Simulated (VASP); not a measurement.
# Be16C (a cell with a defect) in VASP: notebook, part 2 of 2

VASP 6.6.1. The steps go on from the part before.

### 3 Single point, PBE+D3(BJ)

Contents of INCAR:

```
SYSTEM = Be16C
ALGO     = Normal         ! electronic algorithm
EDIFF    = 1E-6           ! SCF threshold, eV
ENCUT    = 520            ! plane-wave cutoff, eV
GGA      = PE             ! functional
ISIF     = 2              ! what is computed and relaxed
ISMEAR   = 0              ! smearing method
IVDW     = 12             ! dispersion correction
LASPH    = .TRUE.         ! aspherical terms in the spheres
LCHARG   = .TRUE.         ! write CHGCAR
LELF     = .TRUE.         ! ELF
LREAL    = Auto         
LVHAR    = .TRUE.       
LWAVE    = .FALSE.        ! write WAVECAR
NBANDS   = 32             ! bands
NELM     = 80             ! most SCF steps
PREC     = Accurate       ! precision mode
SIGMA    = 0.15           ! smearing width, eV
```

Contents of KPOINTS:

```
k-points
0
G
  5 5 3
  0 0 0
```

Contents of POSCAR:

```
Be16C
1.0
   -2.2900000000     -3.9663960000      0.0000000000
    3.4350000000     -1.9831980000      0.0000000000
    0.0000000000      0.0000000000      7.1768600000
Be C
16 1
Direct
    0.7285141391      0.5096244879      0.0075249780
    0.4990124184      0.3364087988      0.2561086334
    0.7437757666      0.4929820519      0.4932567116
    0.4990292464      0.3003336292      0.7419597546
    0.4989588802      0.0322790886      0.0083423662
    0.2542610142      0.8397010432      0.2568388456
    0.4990667036     -0.0037013040      0.4941150156
    0.2693518494      0.8229000011      0.7427536746
    0.2695841022      0.5096715994      0.0075206787
   -0.0009626432      0.3328328855      0.2563630313
    0.2542835336      0.4930659428      0.4932532481
   -0.0009515835      0.3358784668      0.7319096797
   -0.0010453442     -0.0038054843      0.0178510086
    0.7437848423      0.8396798135      0.2568658555
   -0.0009232718     -0.0002837569      0.4936974472
    0.7287421359      0.8228623900      0.7427545853
   -0.0009489592      0.6656767266     -0.1249225838
```

Potentials or basis: VASP PAW PBE potentials, release 64 (Be, C).

The run is started by

```
cat potpaw_PBE.64/Be/POTCAR potpaw_PBE.64/C/POTCAR > POTCAR
mpirun -np 1 vasp_std > vasp.out
```

OUTCAR:

```text
SYSTEM = Be16C
   EDIFF = 1E-6
   ENCUT = 520
   GGA = PE
   ISIF = 2
   ISMEAR = 0
   IVDW = 12
   LASPH = .TRUE.
   LREAL = Auto
   NELM = 80
   PREC = Accurate
 IVDW          = 12

 ion  position               nearest neighbor table
   1  0.729  0.510  0.008-  17 1.68   9 2.10   5 2.17   2 2.18  14 2.22  16 2.27  10 2.28  13 2.29
                             5 2.32   4 2.33  13 2.38
   2  0.499  0.336  0.256-  11 2.13   3 2.13   5 2.15   7 2.18   9 2.18   1 2.18   6 2.27  14 2.27
                            14 2.29   6 2.29  10 2.29  10 2.29
   3  0.744  0.493  0.493-   2 2.13  10 2.16  12 2.17  14 2.18  16 2.22  11 2.24   4 2.24   7 2.27
                            15 2.28   7 2.29  15 2.33  11 2.34
   4  0.499  0.300  0.742-   7 2.15   8 2.17  16 2.17   5 2.19   3 2.24  11 2.24  12 2.30  12 2.30
                            16 2.32   8 2.32   9 2.33   1 2.33
   5  0.499  0.032  0.008-   2 2.15   9 2.17   1 2.17   4 2.19   6 2.24  14 2.24  13 2.30  13 2.30
                             9 2.32   1 2.32   8 2.33  16 2.33
   6  0.254  0.840  0.257-   7 2.13  15 2.16  13 2.17  11 2.18   9 2.22   5 2.24  14 2.24   2 2.27
                            10 2.28   2 2.29  10 2.33  14 2.34
   7  0.499  0.996  0.494-  14 2.13   6 2.13   4 2.15   2 2.18  16 2.18   8 2.18   3 2.27  11 2.27
                            11 2.29   3 2.29  15 2.29  15 2.29
   8  0.269  0.823  0.743-  17 1.68  16 2.10   4 2.17   7 2.18  11 2.22   9 2.27  15 2.28  12 2.30
[... 1034 lines left out ...]
 [... further k-points ...]

 [bands above 30 left out]

------------------------ aborting loop because EDIFF is reached ----------------------------------------

 Edisp (eV)   -5.92629

 E8    (eV) :    -2.0399

  FORCE on cell =-STRESS in cart. coord.  units (eV):
  Direction    XX          YY          ZZ          XY          YZ          ZX
  --------------------------------------------------------------------------------------
  -------------------------------------------------------------------------------------
  Total      -1.69109    -0.02621     5.95932     1.44424    -1.41893     2.45906
  in kB     -20.78173    -0.32213    73.23370    17.74813   -17.43718    30.21919
  external pressure =       17.38 kB  Pullay stress =        0.00 kB

 VOLUME and BASIS-vectors are now :
 -----------------------------------------------------------------------------
  energy-cutoff  :      520.00
  volume of cell :      130.38
      direct lattice vectors                 reciprocal lattice vectors
    -2.290000000 -3.966396000  0.000000000    -0.109170306 -0.189088533  0.000000000
     3.435000000 -1.983198000  0.000000000     0.218340611 -0.126059022  0.000000000
     0.000000000  0.000000000  7.176860000     0.000000000  0.000000000  0.139336702

 POSITION                                       TOTAL-FORCE (eV/Angst)
 -----------------------------------------------------------------------------------
      0.08226     -3.90026      0.05401        -0.001307      0.009536      0.014834
      0.01283     -2.64645      1.83806        -0.000786     -0.000574     -0.005037
     -0.00985     -3.92779      3.54003         0.001280     -0.000184      0.002434
     -0.11113     -2.57497      5.32494         0.006410     -0.004587     -0.007098
     -1.03174     -2.04308      0.05987        -0.006890      0.002051      0.005977
      2.30212     -2.67379      1.84330        -0.000911     -0.000706     -0.002914
[... 9 lines left out ...]
      1.15771     -4.52238      5.33065         0.010285      0.003398     -0.016024
     -0.00123     -5.28280      6.28031        -0.000528      0.003810      0.006425
 -----------------------------------------------------------------------------------
    total drift:                               -0.002947      0.003239      0.005823

  FREE ENERGIE OF THE ION-ELECTRON SYSTEM (eV)
  ---------------------------------------------------
  free  energy   TOTEN  =       -71.8897392920 eV

  energy  without entropy=      -71.8578687207  energy(sigma->0) =      -71.87380401
```

OSZICAR:

```text
N       E                     dE             d eps       ncg     rms          rms(c)
DAV:   1     0.542691777314E+02    0.54269E+02   -0.14561E+04  2432   0.976E+02
DAV:   2    -0.624200593419E+02   -0.11669E+03   -0.10951E+03  3232   0.186E+02
DAV:   3    -0.693251010287E+02   -0.69050E+01   -0.67864E+01  3176   0.394E+01
DAV:   4    -0.694387027325E+02   -0.11360E+00   -0.11340E+00  3128   0.619E+00
DAV:   5    -0.694399579859E+02   -0.12553E-02   -0.12551E-02  3160   0.612E-01    0.884E+00
DAV:   6    -0.659456426395E+02    0.34943E+01   -0.71556E+00  3392   0.151E+01    0.320E+00
DAV:   7    -0.660524155030E+02   -0.10677E+00   -0.36126E+00  2960   0.786E+00    0.246E+00
DAV:   8    -0.659847027194E+02    0.67713E-01   -0.16751E-01  3448   0.225E+00    0.122E+00
DAV:   9    -0.659636764181E+02    0.21026E-01   -0.57523E-02  3008   0.135E+00    0.230E-01
DAV:  10    -0.659634712535E+02    0.20516E-03   -0.49819E-03  2960   0.290E-01    0.119E-01
DAV:  11    -0.659634953443E+02   -0.24091E-04   -0.43357E-04  3016   0.116E-01    0.352E-02
DAV:  12    -0.659634421505E+02    0.53194E-04   -0.87200E-05  2976   0.666E-02    0.645E-03
DAV:  13    -0.659634458431E+02   -0.36926E-05   -0.27569E-05  3000   0.250E-02    0.536E-03
DAV:  14    -0.659634451714E+02    0.67165E-06   -0.25018E-06  2856   0.879E-03
   1 F= -.71889739E+02 E0= -.71873804E+02  d E =-.318706E-01
```

Wall time 6.7 min (1 thread of Intel Xeon 8259CL, shared host); peak memory 0.29 GiB.

Results:

```yaml
Free_energy: -71.8897 eV
Pressure: 1.7 GPa
Largest_force: 0.024 eV/Å
Band_gap_on_the_k_mesh: zero (bands 18 and 19 overlap by 1.03 eV)
Dispersion_energy_per_atom: -0.349 eV
```

Forces on the atoms (eV/Å):
```
Be  -0.001  0.010  0.015
Be  -0.001 -0.001 -0.005
Be   0.001  0.000  0.002
Be   0.006 -0.005 -0.007
Be  -0.007  0.002  0.006
Be  -0.001 -0.001 -0.003
Be   0.000  0.001  0.004
Be   0.002 -0.010 -0.016
Be  -0.009 -0.003  0.015
Be  -0.004  0.002 -0.008
Be  -0.001 -0.001  0.002
Be  -0.014  0.008 -0.016
Be   0.014 -0.010  0.017
Be   0.000  0.001 -0.004
Be   0.004 -0.001  0.007
Be   0.010  0.003 -0.016
C   -0.001  0.004  0.006
```

### 4 Single point, PBE+D3(BJ)

Contents of INCAR:

```
ALGO = Normal ; EDIFF = 1E-7
ENCUT = 520 ; GGA = PE
ISIF = 2 ; ISMEAR = 0
IVDW = 12 ; LASPH = True
LCHARG = False ; LREAL = Auto
LWAVE = False ; NBANDS = 32
NELM = 80 ; PREC = Accurate
SIGMA = 0.15
```

Contents of KPOINTS:

```
k-points
0
Gamma
  5 5 3
```

Contents of POSCAR:

```
Be16C
1.0
   -2.2900000000     -3.9663960000      0.0000000000
    3.4350000000     -1.9831980000      0.0000000000
    0.0000000000      0.0000000000      7.1768600000
Be C
16 1
Direct
    0.7297713270      0.5100932573     -0.0073820584
    0.5004305940      0.3001869171      0.2581574672
    0.7451229443      0.4931465917      0.5069526227
    0.5004023746      0.3366370998      0.7441059182
    0.5004221363      0.0329576978     -0.0082920664
    0.2706777899      0.8229272603      0.2572976204
    0.5004028354     -0.0034947618      0.5058900410
    0.2556737514      0.8400616858      0.7432731027
    0.2710532523      0.5100884855     -0.0073867959
    0.0004409750      0.3361222221      0.2685625747
    0.2557001378      0.4931363364      0.5069534588
    0.0004014869      0.3330466972      0.7438980278
    0.0004202067     -0.0039964270     -0.0177845186
    0.7302016667      0.8229667588      0.2573086280
    0.0003987575     -0.0001757919      0.5064172911
    0.7451343704      0.8400633794      0.7432793729
    0.0004163907      0.6654647845      0.1250597058
```

The run is started by

```
cat potpaw_PBE.64/Be/POTCAR potpaw_PBE.64/C/POTCAR > POTCAR
mpirun -np 1 vasp_std > vasp.out
```

Wall time 7.1 min (1 thread of Intel Xeon 8259CL, shared host); peak memory 0.29 GiB.

The run converged. Its results:

```yaml
Free_energy: -71.8896 eV
Pressure: 1.8 GPa
Largest_force: 0.023 eV/Å
Band_gap_on_the_k_mesh: zero (bands 18 and 19 overlap by 1.03 eV)
Dispersion_energy_per_atom: -0.349 eV
```

Forces in eV/Å, atoms in the order of the input:
```
Be  -0.003  0.013 -0.017
Be   0.019 -0.010  0.007
Be   0.003  0.000 -0.002
Be   0.002 -0.001 -0.003
Be  -0.018  0.011 -0.005
Be   0.003 -0.012  0.017
Be  -0.001  0.001  0.004
Be  -0.003  0.000  0.002
Be  -0.013 -0.004 -0.017
Be  -0.016  0.010  0.004
Be   0.002 -0.002 -0.002
Be  -0.002  0.001  0.003
Be   0.018 -0.010 -0.004
Be   0.012  0.005  0.017
Be   0.003 -0.002 -0.004
Be  -0.002  0.002  0.002
C   -0.002 -0.001 -0.003
```

Stress tensor (GPa, compression positive):
```
-2.06  1.78 -3.03
 1.78  0.00  1.75
-3.03  1.75  7.34
```

Levels at points of the mesh, in eV from the Fermi level:
| k point | band 16 | band 17 | band 18 | band 19 | band 20 | band 21 |
| --- | --- | --- | --- | --- | --- | --- |
| (0.00, 0.00, 0.00) | -1.21 | -1.01 | -0.02 | 0.60 | 0.68 | 1.62 |
